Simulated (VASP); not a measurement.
# Ag (Fm-3m) in VASP: notebook

The runs below take Ag through single point, relaxation of cell and atoms, with PBE.

Everything below comes from runs of VASP 6.6.1. Logs are shortened: lines on timing, memory, paths and dates and some standing lists are left out, and cuts for length are marked.

### Step 1. The cell of the first run

It takes space group Fm-3m (No. 225, cubic). Conventional cell: a = 4.180 Å, b = 4.180 Å, c = 4.180 Å, α = 90.00°, β = 90.00°, γ = 90.00°. Ag (site symmetry m-3m) has 12 Ag at 2.96 Å within 3.9 Å.

### Step 2. Single point, PBE

INCAR

```
SYSTEM = Ag
PREC = Accurate
ENCUT = 520
EDIFF = 1E-7
ISMEAR = 0
SIGMA = 0.1
LREAL = .False.
LASPH = .True.
NELM = 100
ALGO = Normal
ISIF = 2
LWAVE = .False.
LCHARG = .True.
GGA = PE
LELF = .True.
LVHAR = .True.
NBANDS = 12
```

KPOINTS

```
regular mesh
0
Gamma
  18 18 18
  0 0 0
```

POSCAR

```
Ag
1.0
    0.0000000000      2.0898933138      2.0898933138
    2.0898933138      0.0000000000      2.0898933138
    2.0898933138      2.0898933138      0.0000000000
Ag
1
Direct
    0.0000000000      0.0000000000      0.0000000000
```

Potentials or basis: VASP PAW PBE potentials, release 64 (Ag).

On the command line:

```console
cat potpaw_PBE.64/Ag/POTCAR > POTCAR
mpirun -np 1 vasp_std > vasp.out
```

OUTCAR:

```text
SYSTEM = Ag
   PREC = Accurate
   ENCUT = 520
   EDIFF = 1E-7
   ISMEAR = 0
   LREAL = .False.
   LASPH = .True.
   NELM = 100
   ISIF = 2
   GGA = PE

 ion  position               nearest neighbor table
   1  0.000  0.000  0.000-

  LATTYP: Found a face centered cubic cell.
 ALAT       =     4.1797866276

  Lattice vectors:

 A1 = (   0.0000000000,   2.0898933138,   2.0898933138)
 A2 = (   2.0898933138,   0.0000000000,   2.0898933138)
 A3 = (   2.0898933138,   2.0898933138,   0.0000000000)

Analysis of symmetry for initial positions (statically):
=====================================================================
 Subroutine PRICEL returns:
 Original cell was already a primitive cell.

 Routine SETGRP: Setting up the symmetry group for a
 face centered cubic supercell.

 Subroutine GETGRP returns: Found 48 space group operations
 (whereof 48 operations were pure point group operations)
 out of a pool of 48 trial point group operations.

The static configuration has the point symmetry O_h .

Analysis of symmetry for dynamics (positions and initial velocities):
=====================================================================
 Subroutine PRICEL returns:
 Original cell was already a primitive cell.

 Routine SETGRP: Setting up the symmetry group for a
 face centered cubic supercell.

 Subroutine GETGRP returns: Found 48 space group operations
 (whereof 48 operations were pure point group operations)
 out of a pool of 48 trial point group operations.

The dynamic configuration has the point symmetry O_h .

 Subroutine INISYM returns: Found 48 space group operations
 (whereof 48 operations are pure point group operations),
 and found     1 'primitive' translations

----------------------------------------------------------------------------------------

                                     Primitive cell

  volume of cell :      18.2559

  direct lattice vectors                    reciprocal lattice vectors
     0.000000000  2.089893314  2.089893314    -0.239246662  0.239246662  0.239246662
     2.089893314  0.000000000  2.089893314     0.239246662 -0.239246662  0.239246662
     2.089893314  2.089893314  0.000000000     0.239246662  0.239246662 -0.239246662

  length of vectors
     2.955555468  2.955555468  2.955555468     0.414387375  0.414387375  0.414387375

  position of ions in fractional coordinates (direct lattice)
     0.000000000  0.000000000  0.000000000

  ion indices of the primitive-cell ions
   primitive index   ion index
                 1           1

[... 81 lines left out ...]
   PSTRESS=    0.0 pullay stress
   NELECT =      11.0000    total number of electrons
   NUPDOWN=      -1.0000    fix difference up-down
   EMIN   =  10.00;   EMAX   =-10.00  energy-range for DOS
   EFERMI =   0.00;   METHOD = LEGACY
   ISMEAR =     0;   SIGMA  =   0.10  broadening in eV -4-tet -1-fermi 0-gaus
   EFERMI_NEDOS =   21; number of points for ismear=-14 and -15
   IALGO  =     38    algorithm
   IMIX   =      4    mixing-type and parameters
     AMIX     =   0.40;   BMIX     =  1.00
     AMIX_MAG =   1.60;   BMIX_MAG =  1.00
  volume/ion in A,a.u.               =      18.26       123.20
  Fermi-wavevector in a.u.,A,eV,Ry     =   1.382733  2.612986 26.013660  1.911950
  Thomas-Fermi vector in A             =   2.507397
   LORBIT       =      0    0 simple, 1 ext, 2 COOP (PROOUT), +10 PAW based schemes
   GGA     = PE    functional components
   LHFCALC =     F    Hartree Fock is set to
   AEXX    =    0.0000 exact exchange contribution
   IVDW    =     0    specifies the selected vdW correction
   LEPSILON=     F    determine dielectric tensor
   LRPA    =     F    only Hartree local field effects (RPA)
 non-spin polarized calculation
 Gauss-broadening in eV      SIGMA  =   0.10
  energy-cutoff  :      520.00
  volume of cell :       18.26
 maximum number of plane-waves:       531
 NGX is ok and might be reduce to    24
   NGX = 11   NGY = 11   NGZ = 11

 number of electron      11.0000001 magnetization

 Free energy of the ion-electron system (eV)
  ---------------------------------------------------
  ext. energy  EPLUGINS =         0.00000000
  ---------------------------------------------------
  free energy    TOTEN  =        -2.71802422 eV

  energy without entropy =       -2.71684943  energy(sigma->0) =       -2.71743682

 E-fermi :   7.4908     XC(G=0): -11.8066

 val. band max:        7.4581295907   @ k =   0.5000   0.1667   0.0556
 cond. band min:       7.5828934466   @ k =   0.5000   0.3333   0.1111
 fundamental gap:      0.1247638559
 Fermi energy:         7.4908409487

 k-point     1 :       0.0000    0.0000    0.0000
  band No.  band energies     occupation
      1       0.2368      2.00000
      2       2.9451      2.00000
      3       2.9451      2.00000
      4       2.9451      2.00000
      5       3.8602      2.00000
      6       3.8602      2.00000
      7      23.3767      0.00000
      8      26.5510      0.00000
      9      26.5510      0.00000
     10      26.5510      0.00000
     11      31.2002      0.00000
     12      31.9289      0.00000
[... 331 lines left out ...]
 k-point    24 :      -0.2222    0.0556    0.0000
  band No.  band energies     occupation
      1       1.5702      2.00000
      2       2.9771      2.00000
      3       3.1639      2.00000
      4       3.1950      2.00000
      5       3.8225      2.00000
      6       4.1535      2.00000
      7      18.5621      0.00000
      8      23.3475      0.00000
      9      25.4813      0.00000
     10      27.7829      0.00000
     11      28.6345      0.00000
     12      29.4977      0.00000

 [... further k-points ...]

------------------------ aborting loop because EDIFF is reached ----------------------------------------

  FORCE on cell =-STRESS in cart. coord.  units (eV):
  Direction    XX          YY          ZZ          XY          YZ          ZX
  --------------------------------------------------------------------------------------
  -------------------------------------------------------------------------------------
  Total       -0.2381945     -0.2381945     -0.2381945      0.0000000      0.0000000     -0.0000000
  in kB      -20.9045116    -20.9045116    -20.9045116      0.0000000      0.0000000     -0.0000000
  external PRESSURE =     -20.9045116 kB  Pullay stress =       0.0000000 kB

 VOLUME and BASIS-vectors are now :
 -----------------------------------------------------------------------------
  energy-cutoff  :      520.00
  volume of cell :       18.26
      direct lattice vectors                 reciprocal lattice vectors
     0.000000000  2.089893314  2.089893314    -0.239246662  0.239246662  0.239246662
     2.089893314  0.000000000  2.089893314     0.239246662 -0.239246662  0.239246662
     2.089893314  2.089893314  0.000000000     0.239246662  0.239246662 -0.239246662

 POSITION                                       TOTAL-FORCE (eV/Angst)
 -----------------------------------------------------------------------------------
      0.00000      0.00000      0.00000        -0.000000     -0.000000     -0.000000
 -----------------------------------------------------------------------------------
    total drift:                               -0.000000      0.000000     -0.000000

  FREE ENERGIE OF THE ION-ELECTRON SYSTEM (eV)
  ---------------------------------------------------
  free  energy   TOTEN  =        -2.7180242196 eV

  energy  without entropy=       -2.7168494303  energy(sigma->0) =       -2.71743682
```

OSZICAR:

```text
N       E                     dE             d eps       ncg     rms          rms(c)
DAV:   1     0.515818407193E+02    0.51582E+02   -0.54425E+03  4744   0.820E+02
DAV:   2    -0.214176274210E+01   -0.53724E+02   -0.50387E+02  5436   0.189E+02
DAV:   3    -0.294861792947E+01   -0.80686E+00   -0.80620E+00  5556   0.246E+01
DAV:   4    -0.295120522533E+01   -0.25873E-02   -0.25872E-02  5428   0.146E+00
DAV:   5    -0.295122747065E+01   -0.22245E-04   -0.22246E-04  5492   0.121E-01    0.437E+00
DAV:   6    -0.272607762935E+01    0.22515E+00   -0.92888E-01  5100   0.853E+00    0.292E+00
DAV:   7    -0.272027861098E+01    0.57990E-02   -0.70077E-03  5420   0.808E-01    0.169E+00
DAV:   8    -0.271801080523E+01    0.22678E-02   -0.71284E-04  5260   0.212E-01    0.767E-02
DAV:   9    -0.271801892759E+01   -0.81224E-05   -0.86128E-06  5568   0.213E-02    0.250E-02
DAV:  10    -0.271802462112E+01   -0.56935E-05   -0.42796E-06  5236   0.197E-02    0.443E-03
DAV:  11    -0.271802427249E+01    0.34862E-06   -0.79186E-08  4600   0.233E-03    0.728E-04
DAV:  12    -0.271802421959E+01    0.52908E-07   -0.75053E-09  2872   0.722E-04
   1 F= -.27180242E+01 E0= -.27174368E+01  d E =-.117479E-02
```

Wall time 20 s (1 thread of Intel Xeon Platinum 8488C (Sapphire Rapids), shared host); peak memory 0.17 GiB.

Results:

* Free energy: -2.7180 eV
* Pressure: -2.1 GPa

Levels at points of the mesh, in eV from the Fermi level:
| k point | band 4 | band 5 | band 6 | band 7 | band 8 | band 9 |
| --- | --- | --- | --- | --- | --- | --- |
| (0.00, 0.00, 0.00) | -4.55 | -3.63 | -3.63 | 15.89 | 19.06 | 19.06 |
| (0.50, 0.00, 0.00) | -2.92 | -2.92 | -0.19 | 3.27 | 15.11 | 17.19 |
| (0.50, 0.50, 0.00) | -2.74 | -2.74 | 1.70 | 6.25 | 10.35 | 10.35 |

### Step 3. Relaxation of cell and atoms, PBE, target pressure 40 GPa, at which the enthalpy is minimised

This run uses another cell than the first one, of 14.26 Å³/atom, 0.781 times its volume.

INCAR

```
ALGO = Normal
EDIFF = 1E-6
EDIFFG = -0.008
ENCUT = 600
GGA = PE
IBRION = 2
ISIF = 3
ISMEAR = 0
LASPH = T
LCHARG = F
LREAL = F
LWAVE = F
NELM = 100
NSW = 70
PREC = Accurate
PSTRESS = 400.0
SIGMA = 0.1
```

KPOINTS

```
k-points
0
Gamma
  18 18 18
```

POSCAR

```
Ag
1.0
    0.0000000000      1.9248159988      1.9248159988
    1.9248159988      0.0000000000      1.9248159988
    1.9248159988      1.9248159988      0.0000000000
Ag
1
Direct
    0.0000000000      0.0000000000      0.0000000000
```

Potentials or basis: VASP PAW PBE potentials, release 64 (Ag).

On the command line:

```console
cat potpaw_PBE.64/Ag/POTCAR > POTCAR
mpirun -np 1 vasp_std > vasp.out
```

OUTCAR:

```text
EDIFF = 1E-6
   EDIFFG = -0.008
   ENCUT = 600
   GGA = PE
   IBRION = 2
   ISIF = 3
   ISMEAR = 0
   LASPH = T
   LREAL = F
   NELM = 100
   NSW = 70
   PREC = Accurate
   PSTRESS = 400.0

 ion  position               nearest neighbor table
   1  0.000  0.000  0.000-

  LATTYP: Found a face centered cubic cell.
 ALAT       =     3.8496319976

  Lattice vectors:

 A1 = (   0.0000000000,   1.9248159988,   1.9248159988)
 A2 = (   1.9248159988,   0.0000000000,   1.9248159988)
 A3 = (   1.9248159988,   1.9248159988,   0.0000000000)

Analysis of symmetry for initial positions (statically):
=====================================================================
 Subroutine PRICEL returns:
 Original cell was already a primitive cell.

 Routine SETGRP: Setting up the symmetry group for a
 face centered cubic supercell.

 Subroutine GETGRP returns: Found 48 space group operations
 (whereof 48 operations were pure point group operations)
 out of a pool of 48 trial point group operations.

The static configuration has the point symmetry O_h .

Analysis of symmetry for dynamics (positions and initial velocities):
=====================================================================
[... 166 lines left out ...]
  Total        3.4218816      3.4218816      3.4218816     -0.0000000     -0.0000000      0.0000000
  in kB      384.3951542    384.3951542    384.3951542     -0.0000000     -0.0000000      0.0000000
  external PRESSURE =     -15.6048458 kB  Pullay stress =     400.0000000 kB
[... 61 lines left out ...]
--------------------------------------- Ionic step        3  -------------------------------------------

 number of electron      11.0000002 magnetization

 Free energy of the ion-electron system (eV)
  ---------------------------------------------------
  ext. energy  EPLUGINS =         0.00000000
  ---------------------------------------------------
  free energy    TOTEN  =        -2.36599520 eV

  energy without entropy =       -2.36470099  energy(sigma->0) =       -2.36534809

 E-fermi :  11.3243     XC(G=0): -13.3447

 val. band max:       11.2674125414   @ k =   0.5000   0.3333   0.1667
 cond. band min:      11.3467684463   @ k =   0.5000   0.1111   0.0000
 fundamental gap:      0.0793559049
 Fermi energy:        11.3242928355

 k-point     1 :       0.0000    0.0000    0.0000
  band No.  band energies     occupation
      1       2.0449      2.00000
      2       5.6954      2.00000
      3       5.6954      2.00000
      4       5.6954      2.00000
      5       7.1246      2.00000
      6       7.1246      2.00000
      7      27.5601      0.00000
      8      32.2434      0.00000
      9      32.2434      0.00000
[... 265 lines left out ...]
 k-point    24 :      -0.2222    0.0556    0.0000
  band No.  band energies     occupation
      1       3.6625      2.00000
      2       5.6419      2.00000
      3       6.0215      2.00000
      4       6.0222      2.00000
      5       7.0394      2.00000
      6       7.5327      2.00000
      7      24.3286      0.00000
      8      28.3673      0.00000
      9      31.9768      0.00000

 [... further k-points ...]

------------------------ aborting loop because EDIFF is reached ----------------------------------------

  FORCE on cell =-STRESS in cart. coord.  units (eV):
  Direction    XX          YY          ZZ          XY          YZ          ZX
  --------------------------------------------------------------------------------------
  -------------------------------------------------------------------------------------
  Total        3.5420675      3.5420675      3.5420675      0.0000000      0.0000000      0.0000000
  in kB      400.0918854    400.0918854    400.0918854      0.0000000      0.0000000      0.0000000
  external PRESSURE =       0.0918854 kB  Pullay stress =     400.0000000 kB
[... 20 lines left out ...]
  energy  without entropy=       -2.3647009889  energy(sigma->0) =       -2.36534809

  enthalpy is  TOTEN    =         1.1752588580 eV   P V=        3.5412540578

 reached required accuracy - stopping structural energy minimisation
```

OSZICAR:

```text
N       E                     dE             d eps       ncg     rms          rms(c)
DAV:   1     0.499594830287E+02    0.49959E+02   -0.64672E+03  3542   0.128E+03
DAV:   2    -0.228474321033E+01   -0.52244E+02   -0.50112E+02  3598   0.229E+02
DAV:   3    -0.268086008362E+01   -0.39612E+00   -0.39600E+00  4129   0.241E+01
[... 20 lines left out ...]
DAV:   2    -0.236734208551E+01    0.27902E-01   -0.10437E-01  3535   0.368E+00    0.414E-01
DAV:   3    -0.236618766549E+01    0.11544E-02   -0.35247E-03  3653   0.626E-01    0.259E-01
DAV:   4    -0.236599319814E+01    0.19447E-03   -0.28561E-04  3670   0.178E-01    0.944E-03
DAV:   5    -0.236599446541E+01   -0.12673E-05   -0.64852E-06  3754   0.254E-02    0.516E-03
DAV:   6    -0.236599519985E+01   -0.73443E-06   -0.57180E-07  2552   0.982E-03
   3 F= 0.11752589E+01 E0= 0.11759060E+01  d E =-.386317E-03
```

Run time: 46 s. Hardware: 1 thread of Intel Xeon Platinum 8488C (Sapphire Rapids), shared host; peak memory 0.17 GiB.

Results:

```
Free energy                                            : -2.3660 eV
Relaxed volume                                         : 14.18 Å³/atom
Relaxed cell                                           : a = 2.717 Å, b = 2.717 Å, c = 2.717 Å, α = 60.00°, β = 60.00°, γ = 60.00°
Space group after relaxing (to 0.05 Å)                 : Fm-3m (No. 225)
Energy change on relaxing (the enthalpy is what falls) : +19.2 meV/atom
Ionic steps                                            : 3
Pressure after relaxing                                : 40.0 GPa
```

Step by step:
| step | energy change (eV) | largest force (eV/Å) | pressure (GPa) | volume (Å³) |
| --- | --- | --- | --- | --- |
| 1 | 0.0000 | 0.0000 | 38.44 | 14.26 |
| 2 | 0.0735 | 0.0000 | 44.39 | 13.98 |
| 3 | 0.0192 | 0.0000 | 40.01 | 14.18 |

Final structure:
```cif
data_structure
_symmetry_space_group_name_H-M 'P 1'
_symmetry_Int_Tables_number 1
_cell_length_a 2.7171
_cell_length_b 2.7171
_cell_length_c 2.7171
_cell_angle_alpha 60.000
_cell_angle_beta 60.000
_cell_angle_gamma 60.000
_cell_volume 14.18
loop_
_atom_site_label
_atom_site_type_symbol
_atom_site_fract_x
_atom_site_fract_y
_atom_site_fract_z
_atom_site_occupancy
Ag1 Ag 0.00000 0.00000 0.00000 1
```

Caveat: the cell is relaxed towards a set pressure, so the enthalpy falls and the energy may rise.
